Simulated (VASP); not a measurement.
GaN:

```
Ga N
1.0
     3.13702    0.00000    0.00000
    -1.56851    2.71674    0.00000
     0.00000    0.00000    5.09618
Ga N
2 2
Direct
  0.66667 0.33333 0.50000
  0.33333 0.66667 0.00000
  0.66667 0.33333 0.87500
  0.33333 0.66667 0.37500
```

Base run:

```yaml
Program: VASP 6.6.1
Functional: PBE exchange alone
Potentials_or_basis: VASP PAW PBE potentials, release 64 (Ga_d, N)
Cutoff: 520 eV
k_mesh: 10 × 10 × 5
Occupations: fermi-dirac, width 0.05 eV
Spin: no spin polarisation
```

Its results: band gap on the k mesh 2.35 eV; pressure 37.4 GPa; largest force 0.143 eV/Å.

Problem. The run is repeated on the same cell with these changes: functional from PBE exchange alone to b88 exchange, pbe correlation; cutoff from 520 eV to 600 eV; further incar settings from ALGO = Normal; EDIFF = 1e-07; NBANDS = 26 to ALGO = Normal; EDIFF = 1e-06; NBANDS = 26. What comes out?

Solution. Band gap on the k mesh 2.25 eV; pressure 15.8 GPa; largest force 0.146 eV/Å.

Caveats: the cell stands under pressure; the PAW data sets were made with another functional, which shifts forces and pressure a little (at least some runs).

